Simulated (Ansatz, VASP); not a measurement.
**Cu: VASP beside Ansatz**

The input INCAR:

```
SYSTEM = Cu
PREC = Accurate
ENCUT = 520
EDIFF = 1E-7
ISMEAR = -1
SIGMA = 0.03
LREAL = .False.
LASPH = .True.
NELM = 100
ALGO = Normal
ISIF = 2
LWAVE = .False.
LCHARG = .True.
GGA = PS
LELF = .True.
LVHAR = .True.
NBANDS = 12
```

KPOINTS

```
regular mesh
0
Gamma
  17 17 17
  0 0 0
```

The input POSCAR:

```
Cu
1.0
    0.0000000000      1.8075000000      1.7894250000
    1.8075000000      0.0000000000      1.7894250000
    1.8075000000      1.8075000000      0.0000000000
Cu
1
Direct
    0.0000000000      0.0000000000      0.0000000000
```

Input for Ansatz:

```yaml
crystal:
  lattice:
    - [0.0, 1.8075, 1.789425]
    - [1.8075, 0.0, 1.789425]
    - [1.8075, 1.8075, 0.0]
  atoms:
    - { symbol: Cu, position: [0.0, 0.0, 0.0] }
kpoints:
  mp_grid: { grid: [17, 17, 17] }
  band_path:
    path:
      - [0.0, 0.0, 0.0]
      - [0.0, 0.5, 0.5]
      - [0.25, 0.75, 0.5]
      - [0.0, 0.5, 0.0]
      - [0.0, 0.0, 0.0]
      - [0.5, 0.5, 0.0]
      - [0.3775380063, 0.6224619937, 0.0]
      - [-0.3775380063, 0.3775380063, 0.0]
      - [0.0, 0.0, 0.0]
    npoints: 5
scf:
  occupations: { method: fermi_dirac, width: 0.03 }
hamiltonian:
  xc: pbesol
  pseudopotentials: { kind: all_electron, lapw: { basis_error: 0.00025 } }
output:
  forces: true
  stress: true
  eigenvalues: true
```

Change from the starting cell: zz strain of -1 %.

Alike in both runs: task single point; functional PBEsol; k mesh 17 × 17 × 17; occupations fermi-dirac, width 0.03 eV; no spin polarisation.

|  | VASP | Ansatz |
| --- | --- | --- |
| version | VASP 6.6.1 | Ansatz 0.2.0 |
| potentials or method | VASP PAW PBE potentials, release 64 (Cu), cutoff 520 eV | all-electron LAPW, scalar-relativistic |

```tsv
	VASP	Ansatz	Ansatz less VASP
pressure (GPa)	-4.6	-5.3	-0.69
traceless stress, the component that is largest in VASP (GPa)	0.48	0.46	-0.022
```

VASP's potentials were made for PBE, not for PBEsol. Ansatz ran all-electron here, and VASP with PAW potentials.
